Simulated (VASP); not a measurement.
Here is a VASP 6.6.1 calculation.

Contents of POSCAR:

```
CuI
1.0
    0.0000000000      2.9505553359      2.9505553359
    2.9505553359      0.0000000000      2.9505553359
    2.9505553359      2.9505553359      0.0000000000
Cu I
1 1
Direct
    0.2500000000      0.2500000000      0.2500000000
    0.0000000000      0.0000000000      0.0000000000
```

Contents of INCAR.step1:

```
SYSTEM = CuI
PREC = Accurate ; ENCUT = 520
ISMEAR = 0 ; SIGMA = 0.01
LREAL = .False. ; LASPH = .True.
NELM = 80 ; NBANDS = 16
GGA = PE ; ALGO = Normal
EDIFF = 1E-4 ; LWAVE = .True.
LCHARG = .False.
```

The input INCAR.step2:

```
SYSTEM = CuI
PREC = Accurate ; ENCUT = 520
EDIFF = 1E-6 ; ISMEAR = 0
SIGMA = 0.01 ; LREAL = .False.
LASPH = .True. ; NELM = 80
ALGO = Normal ; ISIF = 2
LWAVE = .False. ; LCHARG = .False.
METAGGA = R2SCAN ; LMIXTAU = .True.
NBANDS = 16 ; ISTART = 1
```

The input KPOINTS:

```
Automatic mesh
0
Gamma
  6 6 6
  0 0 0
```

Potentials or basis: VASP PAW PBE potentials, release 64 (Cu, I).

Launch:

```bash
$ cat potpaw_PBE.64/Cu/POTCAR potpaw_PBE.64/I/POTCAR > POTCAR
$ cp INCAR.step1 INCAR
$ mpirun -np 1 vasp_std > vasp.out
$ cp INCAR.step2 INCAR
$ mpirun -np 1 vasp_std > vasp.out
```

Estimate the pressure.

3.1 GPa.

Predict the band gap on the k mesh.

1.87 eV, direct.

Caveat: the PAW data sets were made with another functional, which shifts forces and pressure a little; spin-orbit coupling is left out, which moves the levels of the heavy elements.
